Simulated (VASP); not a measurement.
# TiC (Fm-3m) in VASP: further runs, part 2 of 2

VASP 6.6.1. Earlier steps stand in the parts before.

## (3) Single point, PBEsol (equal strain along all axes, cell held: -4.0 %)

File INCAR:

```
  PREC = Accurate
  ENCUT = 520
  EDIFF = 1E-6
  ISMEAR = 0
  SIGMA = 0.1
  LREAL = False
  LASPH = True
  NELM = 60
  ALGO = Normal
  ISIF = 2
  LWAVE = False
  LCHARG = False
  GGA = PS
  NBANDS = 24
```

File KPOINTS:

```
regular mesh
0
Gamma
  18 18 12
```

File POSCAR:

```
TiC
1.0
    2.0608191975      2.0608191975      0.0000000000
   -2.0608191975      2.0608191975      0.0000000000
    0.0000000000      0.0000000000      4.1216383949
Ti C
2 2
Direct
    0.0000000000      0.0000000000      0.0000000000
    0.5000000000      0.5000000000      0.5000000000
    0.5000000000      0.5000000000      0.0000000000
    0.0000000000      0.0000000000      0.5000000000
```

Potentials or basis: VASP PAW PBE potentials, release 64 (Ti_sv, C).

Run with:

```console
$ cat potpaw_PBE.64/Ti_sv/POTCAR potpaw_PBE.64/C/POTCAR > POTCAR
$ mpirun -np 1 vasp_std > vasp.out
```

OUTCAR:

```text
PREC = Accurate
   ENCUT = 520
   EDIFF = 1E-6
   ISMEAR = 0
   LREAL = False
   LASPH = True
   NELM = 60
   ISIF = 2
   GGA = PS

 ion  position               nearest neighbor table
   1  0.000  0.000  0.000-   4 2.06   4 2.06   3 2.06   3 2.06   3 2.06   3 2.06   2 2.91   2 2.91
                             2 2.91   2 2.91   2 2.91   2 2.91   2 2.91   2 2.91
   2  0.500  0.500  0.500-   3 2.06   3 2.06   4 2.06   4 2.06   4 2.06   4 2.06   1 2.91   1 2.91
                             1 2.91   1 2.91   1 2.91   1 2.91   1 2.91   1 2.91
   3  0.500  0.500  0.000-   2 2.06   2 2.06   1 2.06   1 2.06   1 2.06   1 2.06
   4  0.000  0.000  0.500-   1 2.06   1 2.06   2 2.06   2 2.06   2 2.06   2 2.06

  LATTYP: Found a simple tetragonal cell.
 ALAT       =     2.9144384587
 C/A-ratio  =     1.4142135623

  Lattice vectors:

 A1 = (   2.0608191975,   2.0608191975,   0.0000000000)
 A2 = (  -2.0608191975,   2.0608191975,   0.0000000000)
 A3 = (   0.0000000000,   0.0000000000,   4.1216383949)

Analysis of symmetry for initial positions (statically):
=====================================================================
 Subroutine PRICEL returns following result:

[... 192 lines left out ...]

 val. band max:       11.1452036010   @ k =   0.1111   0.0000   0.0000
 cond. band min:      11.1701930083   @ k =   0.1111   0.0556   0.0000
 fundamental gap:      0.0249894073
 Fermi energy:        11.1622413507

 k-point     1 :       0.0000    0.0000    0.0000
  band No.  band energies     occupation
      1     -44.7613      2.00000
      2     -44.5682      2.00000
      3     -21.5367      2.00000
      4     -21.0665      2.00000
      5     -21.0665      2.00000
      6     -20.7774      2.00000
[... 637 lines left out ...]
     23      16.2126      0.00000
     24      17.6650      0.00000

 [... further k-points ...]

------------------------ aborting loop because EDIFF is reached ----------------------------------------

  FORCE on cell =-STRESS in cart. coord.  units (eV):
  Direction    XX          YY          ZZ          XY          YZ          ZX
  --------------------------------------------------------------------------------------
  -------------------------------------------------------------------------------------
  Total        9.1449688      9.1449688      9.1361179      0.0000000     -0.0000000     -0.0000000
  in kB      418.5170422    418.5170422    418.1119821      0.0000000     -0.0000000     -0.0000000
  external PRESSURE =     418.3820222 kB  Pullay stress =       0.0000000 kB

 VOLUME and BASIS-vectors are now :
 -----------------------------------------------------------------------------
  energy-cutoff  :      520.00
  volume of cell :       35.01
      direct lattice vectors                 reciprocal lattice vectors
     2.060819197  2.060819197  0.000000000     0.242621963  0.242621963  0.000000000
    -2.060819197  2.060819197  0.000000000    -0.242621963  0.242621963  0.000000000
     0.000000000  0.000000000  4.121638395     0.000000000  0.000000000  0.242621963

 POSITION                                       TOTAL-FORCE (eV/Angst)
 -----------------------------------------------------------------------------------
      0.00000      0.00000      0.00000         0.000000      0.000000      0.000000
      0.00000      2.06082      2.06082        -0.000000      0.000000     -0.000000
      0.00000      2.06082      0.00000         0.000000     -0.000000      0.000000
      0.00000      0.00000      2.06082         0.000000     -0.000000      0.000000
 -----------------------------------------------------------------------------------
    total drift:                               -0.000000      0.000000     -0.000000

  FREE ENERGIE OF THE ION-ELECTRON SYSTEM (eV)
  ---------------------------------------------------
  free  energy   TOTEN  =       -39.0615410300 eV

  energy  without entropy=      -39.0586320861  energy(sigma->0) =      -39.06008656
```

stdout:

```text
POSCAR found type information on POSCAR TiC
 POSCAR found :  2 types and       4 ions
 scaLAPACK will be used
 -----------------------------------------------------------------------------
|                                                                             |
|                                                                             |
|     You enforced a specific xc type in the INCAR file but a different       |
|     I HOPE YOU KNOW WHAT YOU ARE DOING!                                     |
|                                                                             |
 -----------------------------------------------------------------------------

 LDA part: xc-table for (Slater+PW92), standard interpolation
 POSCAR, INCAR and KPOINTS ok, starting setup
 FFT: planning ... GRIDC
 FFT: planning ... GRID_SOFT
 FFT: planning ... GRID
 WAVECAR not read
 entering main loop
```

It took 4 min on 1 thread of Intel Xeon Platinum 8259CL at 2.50GHz (Skylake/Cascade Lake), shared host; peak memory 0.37 GiB.

Results:

```
Free energy            : -39.0615 eV
Pressure               : 41.8 GPa
Band gap on the k mesh : zero (bands 16 and 17 overlap by 1.13 eV)
```

Levels at points of the mesh, in eV from the Fermi level:
```csv
k point,band 13,band 14,band 15,band 16,band 17,band 18,band 19,band 20
"(0.00, 0.00, 0.00)",0.13,0.13,0.68,0.68,0.68,1.89,1.89,1.89
"(0.50, 0.00, 0.00)",-3.06,-3.06,-3.01,-3.01,2.51,2.51,3.84,3.84
"(0.50, 0.50, 0.00)",-2.19,-2.19,0.13,0.13,0.13,0.13,3.30,3.30
"(0.00, 0.00, 0.50)",-0.95,-0.95,-0.45,-0.45,-0.45,-0.45,2.64,2.64
"(0.50, 0.00, 0.50)",-3.43,-3.43,-3.43,-3.43,3.53,3.53,3.53,3.53
"(0.50, 0.50, 0.50)",-3.43,-3.43,-3.09,-3.09,3.31,3.31,3.31,3.31
```

Caveat: the cell differs from its parent crystal (equal strain along all axes, cell held: -4.0 %); the cell stands under pressure; the PAW data sets were made with another functional, which shifts forces and pressure a little.

## (4) Single point, PBEsol (equal strain along all axes, cell held: -2.0 %)

File INCAR:

```
PREC = Accurate
ENCUT = 520
EDIFF = 1E-6
ISMEAR = 0
SIGMA = 0.1
LREAL = F
LASPH = T
NELM = 100
ALGO = Normal
ISIF = 2
LWAVE = F
LCHARG = F
GGA = PS
NBANDS = 24
```

KPOINTS is that of step 3.

File POSCAR:

```
TiC
1.0
    2.1037529307      2.1037529307      0.0000000000
   -2.1037529307      2.1037529307      0.0000000000
    0.0000000000      0.0000000000      4.2075058615
Ti C
2 2
Direct
    0.0000000000      0.0000000000      0.0000000000
    0.5000000000      0.5000000000      0.5000000000
    0.5000000000      0.5000000000      0.0000000000
    0.0000000000      0.0000000000      0.5000000000
```

Run with:

```console
$ cat potpaw_PBE.64/Ti_sv/POTCAR potpaw_PBE.64/C/POTCAR > POTCAR
$ mpirun -np 1 vasp_std > vasp.out
```

Wall time 4.1 min (1 thread of Intel Xeon Platinum 8259CL at 2.50GHz (Skylake/Cascade Lake), shared host); peak memory 0.38 GiB.

Results (log left out):

```
Free energy            : -39.4751 eV
Pressure               : 18.5 GPa
Band gap on the k mesh : zero (bands 16 and 17 overlap by 1.11 eV)
```

Levels at points of the mesh, in eV from the Fermi level:
| k point | band 13 | band 14 | band 15 | band 16 | band 17 | band 18 | band 19 | band 20 |
| --- | --- | --- | --- | --- | --- | --- | --- | --- |
| (0.00, 0.00, 0.00) | 0.05 | 0.05 | 0.68 | 0.68 | 0.68 | 1.81 | 1.81 | 1.81 |
| (0.50, 0.00, 0.00) | -2.93 | -2.93 | -2.82 | -2.82 | 2.35 | 2.35 | 3.54 | 3.54 |
| (0.50, 0.50, 0.00) | -1.96 | -1.96 | 0.05 | 0.05 | 0.05 | 0.05 | 3.06 | 3.06 |
| (0.00, 0.00, 0.50) | -0.81 | -0.81 | -0.44 | -0.44 | -0.44 | -0.44 | 2.45 | 2.45 |
| (0.50, 0.00, 0.50) | -3.20 | -3.20 | -3.20 | -3.20 | 3.26 | 3.26 | 3.26 | 3.26 |
| (0.50, 0.50, 0.50) | -3.33 | -3.33 | -2.93 | -2.93 | 3.08 | 3.08 | 3.08 | 3.08 |

Caveat: the cell differs from its parent crystal (equal strain along all axes, cell held: -2.0 %); the cell stands under pressure; the PAW data sets were made with another functional, which shifts forces and pressure a little.

## (5) Single point, PBEsol

This run uses another cell than the first one, of 9.89 Å³/atom.

File INCAR:

```
ALGO = Normal ; EDIFF = 1E-7
ENCUT = 520 ; GGA = PS
ISIF = 2 ; ISMEAR = 0
LASPH = True ; LCHARG = True
LELF = True ; LREAL = False
LVHAR = True ; LWAVE = False
NBANDS = 24 ; NELM = 100
PREC = Accurate ; SIGMA = 0.1
```

File KPOINTS:

```
k-points
0
Gamma
  18 18 12
```

File POSCAR:

```
TiC
1.0
    2.1466866640      2.1466866640      0.0000000000
   -2.1466866640      2.1466866640      0.0000000000
    0.0000000000      0.0000000000      4.2933733280
Ti C
2 2
Direct
    0.0000000000      0.0000000000      0.0000000000
    0.5000000000      0.5000000000      0.5000000000
    0.5000000000      0.5000000000      0.0000000000
    0.0000000000      0.0000000000      0.5000000000
```

Potentials or basis: VASP PAW PBE potentials, release 64 (Ti_sv, C).

Run with:

```console
$ cat potpaw_PBE.64/Ti_sv/POTCAR potpaw_PBE.64/C/POTCAR > POTCAR
$ mpirun -np 1 vasp_std > vasp.out
```

OUTCAR:

```text
EDIFF = 1E-7
   ENCUT = 520
   GGA = PS
   ISIF = 2
   ISMEAR = 0
   LASPH = True
   LREAL = False
   NELM = 100
   PREC = Accurate

 ion  position               nearest neighbor table
   1  0.000  0.000  0.000-   3 2.15   4 2.15   4 2.15   3 2.15   3 2.15   3 2.15
   2  0.500  0.500  0.500-   3 2.15   4 2.15   3 2.15   4 2.15   4 2.15   4 2.15
   3  0.500  0.500  0.000-   1 2.15   2 2.15   2 2.15   1 2.15   1 2.15   1 2.15
   4  0.000  0.000  0.500-   1 2.15   2 2.15   1 2.15   2 2.15   2 2.15   2 2.15

  LATTYP: Found a simple tetragonal cell.
 ALAT       =     3.0358733944
 C/A-ratio  =     1.4142135624

  Lattice vectors:

 A1 = (   2.1466866640,   2.1466866640,   0.0000000000)
 A2 = (  -2.1466866640,   2.1466866640,   0.0000000000)
 A3 = (   0.0000000000,   0.0000000000,   4.2933733280)

Analysis of symmetry for initial positions (statically):
=====================================================================
 Subroutine PRICEL returns following result:

  LATTYP: Found a face centered cubic cell.
 ALAT       =     4.2933733280

  Lattice vectors:

[... 184 lines left out ...]
  energy without entropy =      -39.60248029  energy(sigma->0) =      -39.60408896

 E-fermi :   9.6234     XC(G=0): -12.9980

 val. band max:        9.6198332597   @ k =   0.1111   0.0556   0.0833
 cond. band min:       9.6262133097   @ k =   0.1111   0.0000   0.0833
 fundamental gap:      0.0063800501
 Fermi energy:         9.6233988862

 k-point     1 :       0.0000    0.0000    0.0000
  band No.  band energies     occupation
      1     -46.6379      2.00000
      2     -46.5255      2.00000
      3     -23.2404      2.00000
      4     -22.9386      2.00000
      5     -22.9386      2.00000
      6     -22.7500      2.00000
[... 637 lines left out ...]
     23      13.9459      0.00000
     24      15.0710      0.00000

 [... further k-points ...]

------------------------ aborting loop because EDIFF is reached ----------------------------------------

  FORCE on cell =-STRESS in cart. coord.  units (eV):
  Direction    XX          YY          ZZ          XY          YZ          ZX
  --------------------------------------------------------------------------------------
  -------------------------------------------------------------------------------------
  Total        0.0611753      0.0611753      0.0443553      0.0000000      0.0000000     -0.0000000
  in kB        2.4769708      2.4769708      1.7959349      0.0000000      0.0000000     -0.0000000
  external PRESSURE =       2.2499588 kB  Pullay stress =       0.0000000 kB

 VOLUME and BASIS-vectors are now :
 -----------------------------------------------------------------------------
  energy-cutoff  :      520.00
  volume of cell :       39.57
      direct lattice vectors                 reciprocal lattice vectors
     2.146686664  2.146686664  0.000000000     0.232917085  0.232917085  0.000000000
    -2.146686664  2.146686664  0.000000000    -0.232917085  0.232917085  0.000000000
     0.000000000  0.000000000  4.293373328     0.000000000  0.000000000  0.232917085

 POSITION                                       TOTAL-FORCE (eV/Angst)
 -----------------------------------------------------------------------------------
      0.00000      0.00000      0.00000         0.000000     -0.000000     -0.000000
      0.00000      2.14669      2.14669        -0.000000      0.000000     -0.000000
      0.00000      2.14669      0.00000        -0.000000      0.000000      0.000000
      0.00000      0.00000      2.14669        -0.000000      0.000000      0.000000
 -----------------------------------------------------------------------------------
    total drift:                               -0.000000      0.000000     -0.000000

  FREE ENERGIE OF THE ION-ELECTRON SYSTEM (eV)
  ---------------------------------------------------
  free  energy   TOTEN  =       -39.6056976322 eV

  energy  without entropy=      -39.6024802869  energy(sigma->0) =      -39.60408896
```

stdout:

```text
POSCAR found type information on POSCAR TiC
 POSCAR found :  2 types and       4 ions
 scaLAPACK will be used
 -----------------------------------------------------------------------------
|                                                                             |
|                                                                             |
|     You enforced a specific xc type in the INCAR file but a different       |
|     I HOPE YOU KNOW WHAT YOU ARE DOING!                                     |
|                                                                             |
 -----------------------------------------------------------------------------

 LDA part: xc-table for (Slater+PW92), standard interpolation
 POSCAR, INCAR and KPOINTS ok, starting setup
 FFT: planning ... GRIDC
 FFT: planning ... GRID_SOFT
 FFT: planning ... GRID
 WAVECAR not read
 entering main loop
```

It took 4.6 min on 1 thread of Intel Xeon Platinum 8259CL at 2.50GHz (Skylake/Cascade Lake), shared host; peak memory 0.4 GiB.

What came out:

```yaml
Free_energy: -39.6057 eV
Pressure: 0.2 GPa
Band_gap_on_the_k_mesh: zero (bands 16 and 17 overlap by 1.08 eV)
```

Levels at points of the mesh, in eV from the Fermi level:
```csv
k point,band 12,band 13,band 14,band 15,band 16,band 17,band 18,band 19,band 20,band 21
"(0.00, 0.00, 0.00)",-1.76,-0.01,-0.01,0.66,0.66,0.66,1.73,1.73,1.73,1.77
"(0.50, 0.00, 0.00)",-4.50,-2.79,-2.79,-2.64,-2.64,2.20,2.20,3.27,3.27,4.10
"(0.50, 0.50, 0.00)",-3.47,-1.76,-1.76,-0.01,-0.01,-0.01,-0.01,2.83,2.83,3.65
"(0.00, 0.00, 0.50)",-3.50,-0.70,-0.70,-0.42,-0.42,-0.42,-0.42,2.28,2.28,3.90
"(0.50, 0.00, 0.50)",-6.00,-2.99,-2.99,-2.99,-2.99,3.02,3.02,3.02,3.02,4.25
"(0.50, 0.50, 0.50)",-3.22,-3.22,-3.22,-2.78,-2.78,2.87,2.87,2.87,2.87,3.65
```

Caveat: the PAW data sets were made with another functional, which shifts forces and pressure a little.

## (6) Single point, PBEsol (equal strain along all axes, cell held: +2.0 %)

File INCAR:

```
SYSTEM = TiC
PREC     = Accurate       ! precision mode
ENCUT    = 520            ! plane-wave cutoff, eV
EDIFF    = 1E-6           ! SCF threshold, eV
ISMEAR   = 0              ! smearing method
SIGMA    = 0.1            ! smearing width, eV
LREAL    = .FALSE.        ! projectors in reciprocal space
LASPH    = .TRUE.         ! aspherical terms in the spheres
NELM     = 100            ! most SCF steps
ALGO     = Normal         ! electronic algorithm
ISIF     = 2              ! what is computed and relaxed
LWAVE    = .FALSE.        ! write WAVECAR
LCHARG   = .FALSE.        ! write CHGCAR
GGA      = PS             ! functional
NBANDS   = 24             ! bands
```

File KPOINTS:

```
regular mesh
0
G
  18 18 12
  0 0 0
```

File POSCAR:

```
TiC
1.0
    2.1896203973      2.1896203973      0.0000000000
   -2.1896203973      2.1896203973      0.0000000000
    0.0000000000      0.0000000000      4.3792407946
Ti C
2 2
Direct
    0.0000000000      0.0000000000      0.0000000000
    0.5000000000      0.5000000000      0.5000000000
    0.5000000000      0.5000000000      0.0000000000
    0.0000000000      0.0000000000      0.5000000000
```

Potentials or basis: VASP PAW PBE potentials, release 64 (Ti_sv, C).

Run with:

```console
$ cat potpaw_PBE.64/Ti_sv/POTCAR potpaw_PBE.64/C/POTCAR > POTCAR
$ mpirun -np 1 vasp_std > vasp.out
```

It took 5.9 min on 1 thread of Intel Xeon Platinum 8259CL at 2.50GHz (Skylake/Cascade Lake), shared host; peak memory 0.42 GiB.

Results (log left out):

| Quantity | Value |
| --- | --- |
| Free energy | -39.4989 eV |
| Pressure | -13.8 GPa |
| Band gap on the k mesh | zero (bands 16 and 17 overlap by 1.05 eV) |

Levels at points of the mesh, in eV from the Fermi level:
```
           k point  band 13  band 14  band 15  band 16  band 17  band 18  band 19  band 20
(0.00, 0.00, 0.00)    -0.05    -0.05     0.64     0.64     0.64     1.65     1.65     1.66
(0.50, 0.00, 0.00)    -2.66    -2.66    -2.47    -2.47     2.05     2.05     3.01     3.01
(0.50, 0.50, 0.00)    -1.58    -1.58    -0.05    -0.05    -0.05    -0.05     2.61     2.61
(0.00, 0.00, 0.50)    -0.60    -0.60    -0.40    -0.40    -0.40    -0.40     2.11     2.11
(0.50, 0.00, 0.50)    -2.80    -2.80    -2.80    -2.80     2.78     2.78     2.78     2.78
(0.50, 0.50, 0.50)    -3.11    -3.11    -2.64    -2.64     2.67     2.67     2.67     2.67
```

Caveat: the cell differs from its parent crystal (equal strain along all axes, cell held: +2.0 %); the cell stands under tension; the PAW data sets were made with another functional, which shifts forces and pressure a little.

## (7) The runs side by side

```csv
cell,gap on the mesh (eV),pressure (GPa)
"a = 2.854, b = 2.854, c = 4.036 Å, 4 atoms",none,71.5
"a = 2.914, b = 2.914, c = 4.122 Å, 4 atoms",none,41.8
"a = 2.975, b = 2.975, c = 4.208 Å, 4 atoms",none,18.5
"a = 3.036, b = 3.036, c = 4.293 Å, 4 atoms",none,0.2
"a = 3.097, b = 3.097, c = 4.379 Å, 4 atoms",none,-13.8
```

Alike in all rows: task single point; level PBEsol; potentials or basis VASP PAW PBE potentials, release 64 (Ti_sv, C); no spin polarisation; k mesh 18 × 18 × 12; cutoff (eV) 520; smearing gaussian 0.1 eV.

Caveats: the PAW data sets were made with another functional, which shifts forces and pressure a little; the cell stands under pressure (at least some runs); the cell stands under tension (at least some runs).

Total energies depend on the potentials used, so only differences within one code and one set of settings carry meaning.

The gap in the log of VASP goes by the Fermi energy; the results here count the filled bands.